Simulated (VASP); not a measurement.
# AgCl (P6_3/mmc) in VASP: settings compared

The runs below take AgCl through relaxation of cell and atoms, single point, with r2SCAN, LDA, PBEsol, PBE.

Program: VASP 6.6.1. These are calculated values, not measurements. Logs are shortened: lines on timing, memory, paths and dates and some standing lists are left out, and cuts for length are marked.

### 1 The cell of the first run

It takes space group P6_3/mmc (No. 194, hexagonal). Conventional cell: a = 4.515 Å, b = 4.515 Å, c = 5.975 Å, α = 90.00°, β = 90.00°, γ = 120.00°. Within 3.4 Å of Ag (site symmetry -6m2) lie 5 Cl at 2.61 to 2.99 Å. Cl (site symmetry -6m2) has 5 Ag at 2.61 to 2.99 Å within 3.4 Å.

### 2 Relaxation of cell and atoms, r2SCAN

POSCAR reads:

```
AgCl
1.0
    4.5153197776      0.0000000000      0.0000000000
   -2.2576598888      3.9103816336      0.0000000000
    0.0000000000      0.0000000000      5.9750929528
Ag Cl
2 2
Direct
    0.3333333333      0.6666666667      0.2500000000
    0.6666666667      0.3333333333      0.7500000000
    0.6666666667      0.3333333333      0.2500000000
    0.3333333333      0.6666666667      0.7500000000
```

INCAR.step1 reads:

```
PREC     = Accurate       # precision mode
ENCUT    = 600            # plane-wave cutoff, eV
ISMEAR   = -1             # smearing method
SIGMA    = 0.02           # smearing width, eV
LREAL    = F              # projectors in reciprocal space
LASPH    = T              # aspherical terms in the spheres
NELM     = 100            # most SCF steps
GGA      = PE             # functional
ALGO     = Normal         # electronic algorithm
EDIFF    = 1E-4           # SCF threshold, eV
LWAVE    = T              # write WAVECAR
LCHARG   = F              # write CHGCAR
```

INCAR.step2 reads:

```
PREC     = Accurate       # precision mode
ENCUT    = 600            # plane-wave cutoff, eV
EDIFF    = 1E-6           # SCF threshold, eV
ISMEAR   = -1             # smearing method
SIGMA    = 0.02           # smearing width, eV
LREAL    = F              # projectors in reciprocal space
LASPH    = T              # aspherical terms in the spheres
NELM     = 100            # most SCF steps
ALGO     = Normal         # electronic algorithm
ISIF     = 3              # what is computed and relaxed
LWAVE    = F              # write WAVECAR
LCHARG   = F              # write CHGCAR
METAGGA  = R2SCAN         # meta-GGA
LMIXTAU  = T            
IBRION   = 2              # ionic algorithm
NSW      = 80             # ionic steps
EDIFFG   = -0.005         # ionic threshold
ISTART   = 1
```

KPOINTS reads:

```
Automatic mesh
0
Gamma
  6 6 4
```

Potentials or basis: VASP PAW PBE potentials, release 64 (Ag, Cl).

Run with:

```bash
> cat potpaw_PBE.64/Ag/POTCAR potpaw_PBE.64/Cl/POTCAR > POTCAR
> cp INCAR.step1 INCAR
> mpirun -np 1 vasp_std > vasp.out
> cp INCAR.step2 INCAR
> mpirun -np 1 vasp_std > vasp.out
```

OUTCAR:

```text
PREC = Accurate
   ENCUT = 600
   EDIFF = 1E-6
   ISMEAR = -1
   LREAL = F
   LASPH = T
   NELM = 100
   ISIF = 3
   METAGGA = R2SCAN
   IBRION = 2
   NSW = 80
   EDIFFG = -0.005
   ISTART = 1

 ion  position               nearest neighbor table
   1  0.333  0.667  0.250-   3 2.61   3 2.61   3 2.61   4 2.99   4 2.99
   2  0.667  0.333  0.750-   4 2.61   4 2.61   4 2.61   3 2.99   3 2.99
   3  0.667  0.333  0.250-   1 2.61   1 2.61   1 2.61   2 2.99   2 2.99
   4  0.333  0.667  0.750-   2 2.61   2 2.61   2 2.61   1 2.99   1 2.99

  LATTYP: Found a hexagonal cell.
 ALAT       =     4.5153197776
 C/A-ratio  =     1.3232934204

  Lattice vectors:

 A1 = (   4.5153197776,   0.0000000000,   0.0000000000)
 A2 = (  -2.2576598888,   3.9103816336,   0.0000000000)
 A3 = (   0.0000000000,   0.0000000000,   5.9750929528)

Analysis of symmetry for initial positions (statically):
=====================================================================
 Subroutine PRICEL returns:
 Original cell was already a primitive cell.

 Routine SETGRP: Setting up the symmetry group for a
 hexagonal supercell.

 Subroutine GETGRP returns: Found 24 space group operations
 (whereof 12 operations were pure point group operations)
 out of a pool of 24 trial point group operations.

The static configuration has the point symmetry D_3d.
 The point group associated with its full space group is D_6h.

Analysis of symmetry for dynamics (positions and initial velocities):
=====================================================================
 Subroutine PRICEL returns:
 Original cell was already a primitive cell.

 Routine SETGRP: Setting up the symmetry group for a
 hexagonal supercell.

 Subroutine GETGRP returns: Found 24 space group operations
 (whereof 12 operations were pure point group operations)
 out of a pool of 24 trial point group operations.

The dynamic configuration has the point symmetry D_3d.
 The point group associated with its full space group is D_6h.

 Subroutine INISYM returns: Found 24 space group operations
 (whereof 12 operations are pure point group operations),
 and found     1 'primitive' translations

----------------------------------------------------------------------------------------

                                     Primitive cell

  volume of cell :     105.5000

  direct lattice vectors                    reciprocal lattice vectors
     4.515319778  0.000000000  0.000000000     0.221468257  0.127864758  0.000000000
    -2.257659889  3.910381634  0.000000000     0.000000000  0.255729515  0.000000000
     0.000000000  0.000000000  5.975092953     0.000000000  0.000000000  0.167361413

  length of vectors
     4.515319778  4.515319778  5.975092953     0.255729515  0.255729515  0.167361413

  position of ions in fractional coordinates (direct lattice)
     0.333333333  0.666666667  0.250000000
     0.666666667  0.333333333  0.750000000
     0.666666667  0.333333333  0.250000000
     0.333333333  0.666666667  0.750000000

  ion indices of the primitive-cell ions
   primitive index   ion index
                 1           1
                 2           2
                 3           3
                 4           4

----------------------------------------------------------------------------------------

 KPOINTS: Automatic mesh

Automatic generation of k-mesh.
 Grid dimensions read from file:
 generate k-points for:    6    6    4

 Generating k-lattice:

  Cartesian coordinates                     Fractional coordinates (reciprocal lattice)
     0.036911376  0.021310793  0.000000000     0.166666667  0.000000000  0.000000000
     0.000000000  0.042621586  0.000000000     0.000000000  0.166666667  0.000000000
     0.000000000  0.000000000  0.041840353     0.000000000  0.000000000  0.250000000

  Length of vectors
     0.042621586  0.042621586  0.041840353

  Shift w.r.t. Gamma in fractional coordinates (k-lattice)
     0.000000000  0.000000000  0.000000000

 Subroutine IBZKPT returns following result:
 ===========================================

 Found     21 irreducible k-points:

 Following reciprocal coordinates:
            Coordinates               Weight
  0.000000  0.000000  0.000000      1.000000
  0.166667 -0.000000  0.000000      6.000000
  0.333333  0.000000  0.000000      6.000000
  0.500000 -0.000000  0.000000      3.000000
  0.166667  0.166667  0.000000      6.000000
  0.333333  0.166667  0.000000     12.000000
[... 13 lines left out ...]
  0.333333  0.166667  0.500000     12.000000
  0.333333  0.333333  0.500000      2.000000
   k-points           NKPTS =     21   k-points in BZ     NKDIM =     21   number of bands    NBANDS=     22
   number of dos      NEDOS =    301   number of ions     NIONS =      4
   total plane-waves  NPLWV =  62208
   dimension x,y,z NGX =    36 NGY =   36 NGZ =   48
   dimension x,y,z NGXF=    72 NGYF=   72 NGZF=   96
   ions per type =               2   2
   NGX,Y,Z   is equivalent  to a cutoff of  13.25, 13.25, 13.36 a.u.
   NGXF,Y,Z  is equivalent  to a cutoff of  26.51, 26.51, 26.71 a.u.
 SYSTEM =  unknown system
   PREC   = accura    normal or accurate (medium, high low for compatibility)
   ISTART =      1    job   : 0-new  1-cont  2-samecut
   ICHARG =      0    charge: 1-file 2-atom 10-const
   ISPIN  =      1    spin polarized calculation?
   LNONCOLLINEAR =      F non collinear calculations
   LSORBIT =      F    spin-orbit coupling
   LASPH  =      T    aspherical Exc in radial PAW
   ENCUT  =  600.0 eV  44.10 Ry    6.64 a.u.   9.02  9.02 11.93*2*pi/ulx,y,z
   NELM   =    100;   NELMIN=  2; NELMDL=  0     # of ELM steps
   EDIFF  = 0.1E-05   stopping-criterion for ELM
   LREAL  =      F    real-space projection
   EDIFFG = -.5E-02   stopping-criterion for IOM
   NSW    =     80    number of steps for IOM
   IBRION =      2    ionic relax: 0-MD 1-quasi-New 2-CG
   NFREE  =      1    steps in history (QN), initial steepest desc. (CG)
   ISIF   =      3    stress and relaxation
   ISYM   =      2    0-nonsym 1-usesym 2-fastsym
   POTIM  = 0.5000    time-step for ionic-motion
   TEBEG  =    0.0;   TEEND  =   0.0 temperature during run
   PSTRESS=    0.0 pullay stress
   NELECT =      36.0000    total number of electrons
   NUPDOWN=      -1.0000    fix difference up-down
   EMIN   =  10.00;   EMAX   =-10.00  energy-range for DOS
   EFERMI =   0.00;   METHOD = LEGACY
   ISMEAR =    -1;   SIGMA  =   0.02  broadening in eV -4-tet -1-fermi 0-gaus
   EFERMI_NEDOS =   21; number of points for ismear=-14 and -15
   IALGO  =     38    algorithm
   IMIX   =      4    mixing-type and parameters
     AMIX     =   0.40;   BMIX     =  1.00
     AMIX_MAG =   1.60;   BMIX_MAG =  1.00
  volume/ion in A,a.u.               =      26.37       177.99
  Fermi-wavevector in a.u.,A,eV,Ry     =   1.143997  2.161841 17.806341  1.308729
  Thomas-Fermi vector in A             =   2.280690
   LORBIT       =      0    0 simple, 1 ext, 2 COOP (PROOUT), +10 PAW based schemes
   METAGGA = R2SCAN    functional components
   LHFCALC =     F    Hartree Fock is set to
   AEXX    =    0.0000 exact exchange contribution
   IVDW    =     0    specifies the selected vdW correction
   LEPSILON=     F    determine dielectric tensor
   LRPA    =     F    only Hartree local field effects (RPA)
 conjugate gradient relaxation of ions
 non-spin polarized calculation
  energy-cutoff  :      600.00
  volume of cell :      105.50
 maximum number of plane-waves:      3540
 NGX is ok and might be reduce to    36
   NGX = 17   NGY = 17   NGZ = 23

--------------------------------------- Ionic step        1  -------------------------------------------

 number of electron      35.9999993 magnetization

 Free energy of the ion-electron system (eV)
  ---------------------------------------------------
  ext. energy  EPLUGINS =         0.00000000
  ---------------------------------------------------
  free energy    TOTEN  =       -57.11744302 eV

  energy without entropy =      -57.11744302  energy(sigma->0) =      -57.11744302

------------------------ aborting loop because EDIFF is reached ----------------------------------------

  FORCE on cell =-STRESS in cart. coord.  units (eV):
  Direction    XX          YY          ZZ          XY          YZ          ZX
  --------------------------------------------------------------------------------------
  -------------------------------------------------------------------------------------
  Total       -0.7406602     -0.7406602     -1.0568581      0.0000000      0.0000000      0.0000000
  in kB      -11.2480501    -11.2480501    -16.0499967      0.0000000      0.0000000      0.0000000
  external PRESSURE =     -12.8486990 kB  Pullay stress =       0.0000000 kB

 VOLUME and BASIS-vectors are now :
 -----------------------------------------------------------------------------
  energy-cutoff  :      600.00
  volume of cell :      105.50
      direct lattice vectors                 reciprocal lattice vectors
     4.515319778  0.000000000  0.000000000     0.221468257  0.127864758  0.000000000
    -2.257659889  3.910381634  0.000000000     0.000000000  0.255729515  0.000000000
     0.000000000  0.000000000  5.975092953     0.000000000  0.000000000  0.167361413
[... 229 lines left out ...]
 POSITION                                       TOTAL-FORCE (eV/Angst)
 -----------------------------------------------------------------------------------
     -0.00000      2.61007      1.43183        -0.000000     -0.000000      0.000000
      2.26039      1.30504      4.29548         0.000000      0.000000     -0.000000
      2.26039      1.30504      1.43183         0.000000      0.000000     -0.000000
     -0.00000      2.61007      4.29548        -0.000000      0.000000     -0.000000
 -----------------------------------------------------------------------------------
    total drift:                               -0.000000      0.000000      0.000000

  FREE ENERGIE OF THE ION-ELECTRON SYSTEM (eV)
  ---------------------------------------------------
  free  energy   TOTEN  =       -57.1417010676 eV

  energy  without entropy=      -57.1417010675  energy(sigma->0) =      -57.14170107

--------------------------------------- Ionic step        8  -------------------------------------------

 number of electron      35.9999989 magnetization

 Free energy of the ion-electron system (eV)
  ---------------------------------------------------
  ext. energy  EPLUGINS =         0.00000000
  ---------------------------------------------------
  free energy    TOTEN  =       -57.14177901 eV

  energy without entropy =      -57.14177901  energy(sigma->0) =      -57.14177901

 E-fermi :   2.2737     XC(G=0):  -9.4069

 val. band max:        1.8289628865   @ k =   0.3333   0.3333   0.5000
 cond. band min:       3.5999521580   @ k =   0.0000   0.0000   0.0000
 fundamental gap:      1.7709892715
 Fermi energy:         2.2737253215

 k-point     1 :       0.0000    0.0000    0.0000
  band No.  band energies     occupation
      1     -13.6321      2.00000
      2     -13.2572      2.00000
      3      -2.4276      2.00000
      4      -2.4276      2.00000
      5      -2.2074      2.00000
      6      -2.2074      2.00000
[... 14 lines left out ...]
     21       9.7851      0.00000
     22       9.7851      0.00000
[... 520 lines left out ...]
 POSITION                                       TOTAL-FORCE (eV/Angst)
 -----------------------------------------------------------------------------------
     -0.00000      2.60771      1.43091        -0.000000     -0.000000      0.000000
      2.25834      1.30385      4.29274         0.000000     -0.000000     -0.000000
      2.25834      1.30385      1.43091        -0.000000      0.000000      0.000000
     -0.00000      2.60771      4.29274         0.000000     -0.000000      0.000000
 -----------------------------------------------------------------------------------
    total drift:                               -0.000000      0.000000      0.000000

  FREE ENERGIE OF THE ION-ELECTRON SYSTEM (eV)
  ---------------------------------------------------
  free  energy   TOTEN  =       -57.1417790126 eV

  energy  without entropy=      -57.1417790126  energy(sigma->0) =      -57.14177901

 reached required accuracy - stopping structural energy minimisation
```

Wall time 9.7 min (1 thread of Intel Xeon Platinum 8488C (Sapphire Rapids), shared host); peak memory 0.3 GiB.

What came out:

```yaml
Free_energy: -57.1418 eV
Relaxed_volume: 25.28 Å³/atom
Relaxed_cell: a = 4.517 Å, b = 4.517 Å, c = 5.724 Å, α = 90.00°, β = 90.00°, γ = 120.00°
Space_group_after_relaxing_to_0.05_Å: P6_3/mmc (No. 194)
Energy_gained_by_relaxing: 6.1 meV/atom
Ionic_steps: 8
Pressure_after_relaxing: 0.0 GPa
Band_gap_on_the_k_mesh: 1.77 eV, indirect (least direct gap 1.78 eV)
```

Step by step:
```csv
step,energy change (eV),largest force (eV/Å),pressure (GPa),volume (Å³)
1,0.0000,0.0000,-1.28,105.50
2,-0.0166,0.0000,-0.23,102.30
3,-0.0174,0.0000,0.07,101.52
4,-0.0198,0.0000,0.05,101.39
5,-0.0239,0.0000,0.09,100.97
6,-0.0242,0.0000,0.13,100.80
7,-0.0243,0.0000,-0.10,101.37
8,-0.0243,0.0000,0.00,101.12
```

Final structure:
```
Ag Cl
1.0
     4.51668    0.00000    0.00000
    -2.25834    3.91156    0.00000
     0.00000    0.00000    5.72366
Ag Cl
2 2
Direct
  0.33333 0.66667 0.25000
  0.66667 0.33333 0.75000
  0.66667 0.33333 0.25000
  0.33333 0.66667 0.75000
```

Caveat: the PAW data sets were made with another functional, which shifts forces and pressure a little.

(Part 1 of 3 ends here.)
